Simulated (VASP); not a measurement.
# CS2 (Cmce) in VASP: further runs, part 3 of 3

VASP 6.6.1. Earlier steps stand in the parts before.

## (5) Single point, PBEsol (34.41 Å³/atom)

This run uses another cell than the first one, of 34.41 Å³/atom.

File INCAR:

```
SYSTEM = CS2
  ALGO = Normal
  EDIFF = 1E-7
  ENCUT = 520
  GGA = PS
  ISIF = 2
  ISMEAR = -1
  LASPH = .TRUE.
  LCHARG = .FALSE.
  LREAL = .FALSE.
  LWAVE = .FALSE.
  NBANDS = 25
  NELM = 100
  PREC = Accurate
  SIGMA = 0.05
```

File KPOINTS:

```
k-points
0
G
  6 6 3
  0 0 0
```

File POSCAR:

```
CS2
1.0
    3.5965145544     -2.9538453365      0.0000000000
    3.5965145544      2.9538453365      0.0000000000
    0.0000000000      0.0000000000      9.7181155843
S C
4 2
Direct
    0.1815210000      0.8184790000      0.8868670000
    0.3184790000      0.6815210000      0.3868670000
    0.6815210000      0.3184790000      0.6131330000
    0.8184790000      0.1815210000      0.1131330000
    0.5000000000      0.5000000000      0.5000000000
    0.0000000000      0.0000000000      0.0000000000
```

Potentials or basis: VASP PAW PBE potentials, release 64 (S, C).

Command:

```sh
cat potpaw_PBE.64/S/POTCAR potpaw_PBE.64/C/POTCAR > POTCAR
mpirun -np 1 vasp_std > vasp.out
```

OUTCAR:

```text
SYSTEM = CS2
   EDIFF = 1E-7
   ENCUT = 520
   GGA = PS
   ISIF = 2
   ISMEAR = -1
   LASPH = .TRUE.
   LREAL = .FALSE.
   NELM = 100
   PREC = Accurate

 ion  position               nearest neighbor table
   1  0.182  0.818  0.887-   6 1.54
   2  0.318  0.682  0.387-   5 1.54
   3  0.682  0.318  0.613-   5 1.54
   4  0.818  0.182  0.113-   6 1.54
   5  0.500  0.500  0.500-   2 1.54   3 1.54
   6  0.000  0.000  0.000-   1 1.54   4 1.54

  LATTYP: Found a base centered orthorhombic cell.
 ALAT       =     5.9076906730
 B/A-ratio  =     1.2175703683
 C/A-ratio  =     1.6449939786

  Lattice vectors:

 A1 = (  -3.5965145544,  -2.9538453365,   0.0000000000)
 A2 = (   3.5965145544,  -2.9538453365,   0.0000000000)
 A3 = (   0.0000000000,   0.0000000000,   9.7181155843)

Analysis of symmetry for initial positions (statically):
=====================================================================
 Subroutine PRICEL returns:
 Original cell was already a primitive cell.

 Routine SETGRP: Setting up the symmetry group for a
[... 180 lines left out ...]
 val. band max:       -1.9720700538   @ k =   0.5000   0.5000   0.0000
 cond. band min:       1.4863758045   @ k =   0.5000   0.5000   0.0000
 fundamental gap:      3.4584458584
 Fermi energy:        -0.8668487859

 k-point     1 :       0.0000    0.0000    0.0000
  band No.  band energies     occupation
      1     -16.9933      2.00000
      2     -16.9500      2.00000
      3     -14.7654      2.00000
      4     -14.6903      2.00000
      5      -8.2166      2.00000
      6      -7.9366      2.00000
[... 661 lines left out ...]
     24       6.0307      0.00000
     25       6.3627      0.00000

 [... further k-points ...]

------------------------ aborting loop because EDIFF is reached ----------------------------------------

  FORCE on cell =-STRESS in cart. coord.  units (eV):
  Direction    XX          YY          ZZ          XY          YZ          ZX
  --------------------------------------------------------------------------------------
  -------------------------------------------------------------------------------------
  Total       -0.2935969      2.7369555      2.8921021      0.0000000     -0.0000000      0.0000000
  in kB       -2.2781404     21.2371724     22.4410188      0.0000000     -0.0000000      0.0000000
  external PRESSURE =      13.8000169 kB  Pullay stress =       0.0000000 kB

 VOLUME and BASIS-vectors are now :
 -----------------------------------------------------------------------------
  energy-cutoff  :      520.00
  volume of cell :      206.48
      direct lattice vectors                 reciprocal lattice vectors
     3.596514554 -2.953845337  0.000000000     0.139023489 -0.169270880  0.000000000
     3.596514554  2.953845337  0.000000000     0.139023489  0.169270880  0.000000000
     0.000000000  0.000000000  9.718115584     0.000000000  0.000000000  0.102900608

 POSITION                                       TOTAL-FORCE (eV/Angst)
 -----------------------------------------------------------------------------------
      3.59651      1.88148      8.61868         0.000000     -0.703702     -0.720332
      3.59651      1.07237      3.75962         0.000000      0.703702     -0.720332
      3.59651     -1.07237      5.95850         0.000000     -0.703702      0.720332
      3.59651     -1.88148      1.09944         0.000000      0.703702      0.720332
      3.59651      0.00000      4.85906         0.000000      0.000000      0.000000
      0.00000      0.00000      0.00000         0.000000      0.000000      0.000000
 -----------------------------------------------------------------------------------
    total drift:                                0.000000     -0.000000     -0.000000

  FREE ENERGIE OF THE ION-ELECTRON SYSTEM (eV)
  ---------------------------------------------------
  free  energy   TOTEN  =       -34.5677109650 eV

  energy  without entropy=      -34.5677109649  energy(sigma->0) =      -34.56771096
```

Wall time 3.9 min (1 thread of Intel Xeon 8259CL, shared host); peak memory 0.31 GiB.

What came out:

| Quantity | Value |
| --- | --- |
| Free energy | -34.5677 eV |
| Pressure | 1.4 GPa |
| Largest force | 1.007 eV/Å |
| Band gap on the k mesh | 3.46 eV |

Forces in eV/Å, atoms in the order of the input:
```
S    0.000 -0.704 -0.720
S    0.000  0.704 -0.720
S    0.000 -0.704  0.720
S    0.000  0.704  0.720
C    0.000  0.000  0.000
C    0.000  0.000  0.000
```

Caveat: this functional lacks dispersion, which holds the molecules together, so the pressure and a relaxed volume are unreliable; the PAW data sets were made with another functional, which shifts forces and pressure a little. A k mesh can miss the band edges.

## (6) Single point, PBEsol (35.13 Å³/atom)

This run uses another cell than the first one, of 35.13 Å³/atom.

File INCAR:

```
SYSTEM = CS2
PREC = Accurate
ENCUT = 520
EDIFF = 1E-6
ISMEAR = -1
SIGMA = 0.05
LREAL = .False.
LASPH = .True.
NELM = 80
ALGO = Normal
ISIF = 2
LWAVE = .False.
LCHARG = .False.
GGA = PS
NBANDS = 25
```

File KPOINTS:

```
Automatic mesh
0
Gamma
  6 6 3
  0 0 0
```

Changes to POSCAR since step 5:

```diff
@@ -2,5 +2,5 @@
 1.0
-    3.5965145544     -2.9538453365      0.0000000000
-    3.5965145544      2.9538453365      0.0000000000
-    0.0000000000      0.0000000000      9.7181155843
+    3.6213188869     -2.9742173274      0.0000000000
+    3.6213188869      2.9742173274      0.0000000000
+    0.0000000000      0.0000000000      9.7851391890
 S C
```

Potentials or basis: VASP PAW PBE potentials, release 64 (S, C).

Command:

```sh
cat potpaw_PBE.64/S/POTCAR potpaw_PBE.64/C/POTCAR > POTCAR
mpirun -np 1 vasp_std > vasp.out
```

It took 3.7 min on 1 thread of Intel Xeon 8259CL, shared host; peak memory 0.32 GiB.

It converged, with:

```
Free energy            : -34.5928 eV
Pressure               : 0.4 GPa
Largest force          : 0.416 eV/Å
Band gap on the k mesh : 3.45 eV
```

Forces on the atoms (eV/Å):
```
S    0.000 -0.291 -0.298
S    0.000  0.291 -0.298
S    0.000 -0.291  0.298
S    0.000  0.291  0.298
C    0.000  0.000  0.000
C    0.000  0.000  0.000
```

Stress tensor (GPa, compression positive):
```
-0.22  0.00  0.00
 0.00  0.73  0.00
 0.00  0.00  0.79
```

Levels at points of the mesh, in eV from the valence-band top:
```
           k point  band 14  band 15  band 16  band 17  band 18  band 19
(0.00, 0.00, 0.00)    -0.39    -0.35    -0.20     3.51     3.60     3.83
(0.50, 0.00, 0.00)    -0.31    -0.15    -0.15     3.58     3.58     3.74
(0.50, 0.50, 0.00)    -0.50    -0.28     0.00     3.45     3.50     4.17
```

Caveat: this functional lacks dispersion, which holds the molecules together, so the pressure and a relaxed volume are unreliable; the PAW data sets were made with another functional, which shifts forces and pressure a little. A k mesh can miss the band edges.

## (7) The runs side by side

| task | level | potentials or basis | cell | cutoff (eV) | gap on the mesh (eV) | pressure (GPa) | largest force (eV/Å) |
| --- | --- | --- | --- | --- | --- | --- | --- |
| single point | PBE+D4 | VASP PAW PBE potentials, release 64 (S, C_h) | a = 4.083, b = 4.083, c = 9.289 Å, angles 90.0, 90.0, 82.2°, 6 atoms, atomic positions A | 910 | 2.91 | -0.6 | 0.27 |
| relaxation of cell and atoms | PBEsol | VASP PAW PBE potentials, release 64 (S, C) | relaxed to 10 GPa from a = 4.718, b = 4.718, c = 9.851 Å, angles 90.0, 90.0, 78.8°, 6 atoms, atomic positions B | 600 | 1.01 | 10.0 | 0.01 |
| single point | PBEsol | VASP PAW PBE potentials, release 64 (S, C) | a = 4.621, b = 4.621, c = 9.650 Å, angles 90.0, 90.0, 78.8°, 6 atoms, atomic positions B | 520 | 3.47 | 2.4 | 1.64 |
| single point | PBEsol | VASP PAW PBE potentials, release 64 (S, C) | a = 4.654, b = 4.654, c = 9.718 Å, angles 90.0, 90.0, 78.8°, 6 atoms, atomic positions B | 520 | 3.46 | 1.4 | 1.01 |
| single point | PBEsol | VASP PAW PBE potentials, release 64 (S, C) | a = 4.686, b = 4.686, c = 9.785 Å, angles 90.0, 90.0, 78.8°, 6 atoms, atomic positions B | 520 | 3.45 | 0.4 | 0.42 |

Alike in all rows: no spin polarisation; k mesh 6 × 6 × 3; smearing fermi-dirac 0.05 eV.

Caveats: this functional lacks dispersion, which holds the molecules together, so the pressure and a relaxed volume are unreliable (at least some runs); the PAW data sets were made with another functional, which shifts forces and pressure a little (at least some runs); the cell is relaxed towards a set pressure, so the run minimises the enthalpy, not the energy (at least some runs); the volume moved by over 15 % at a fixed basis, so the end points are rough (at least some runs).

Absolute energies hang on the potentials; compare differences alone.
